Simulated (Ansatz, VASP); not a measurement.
# Mg in VASP and in Ansatz

```xyz
1
Lattice="2.7240 0.0000 0.0000 0.0000 2.7240 0.0000 0.0000 0.0000 2.7240" Properties=species:S:1:pos:R:3 pbc="T T T"
Mg    0.0000    0.0000    0.0000
```

Change from the starting cell: volume scaled by 0.75, PAW files.

Alike in both runs: task single point; functional PBEsol; k mesh 13 × 13 × 13; occupations fermi-dirac, width 0.1 eV; no spin polarisation.

|  | VASP | Ansatz |
| --- | --- | --- |
| version | VASP 6.6.1 | Ansatz 0.2.0 |
| potentials or method | VASP PAW PBE potentials, release 64 (Mg) | PAW with Ansatz's default frozen-core files, scalar-relativistic |
| plane-wave cutoff (eV) | 520 | 420 |
| valence electrons in the cell | 2 | 10 |

|  | VASP | Ansatz | Ansatz less VASP |
| --- | --- | --- | --- |
| pressure (GPa) | 12.0 | 11.9 | -0.12 |

VASP's potentials were made for PBE, not for PBEsol. With one functional, cell and mesh, what is left measures potentials, basis and numerics. VASP's potentials hold 2 valence electrons a cell and Ansatz's 10, so a difference there can come from the potentials and not from the codes.
